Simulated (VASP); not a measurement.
Here is a VASP 6.6.1 calculation.

File INCAR:

```
PREC = Accurate ; ENCUT = 520
EDIFF = 1E-6 ; ISMEAR = 0
SIGMA = 0.1 ; LREAL = False
LASPH = True ; NELM = 60
ALGO = Normal ; ISIF = 2
LWAVE = False ; LCHARG = True
GGA = PE ; LELF = True
LVHAR = True ; NBANDS = 20
```

KPOINTS

```
regular mesh
0
Gamma
  6 6 4
```

POSCAR

```
PrH2Ir
1.0
    3.2162996697      0.0000000000      0.0000000000
    0.0000000000      3.2162996697      0.0000000000
    0.0000000000      0.0000000000      4.6218129044
Pr H Ir
1 2 1
Direct
    0.5000000000      0.5000000000      0.5000000000
    0.0000000000      0.0000000000      0.5000000000
    0.5000000000      0.5000000000      0.0000000000
    0.0000000000      0.0000000000      0.0000000000
```

Potentials or basis: VASP PAW PBE potentials, release 64 (Pr, H, Ir).

Launch:

```bash
$ cat potpaw_PBE.64/Pr/POTCAR potpaw_PBE.64/H/POTCAR potpaw_PBE.64/Ir/POTCAR > POTCAR
$ mpirun -np 1 vasp_std > vasp.out
```

(1) Predict the pressure.

(2) Estimate the band gap on the k mesh.

Results:

(1) -9.5 GPa.

(2) zero (bands 12 and 13 overlap by 0.30 eV).

Caveat: the cell stands under tension; spin-orbit coupling is left out, which moves the levels of the heavy elements; semilocal functionals describe open f shells poorly, which spoils levels, moments and volumes.
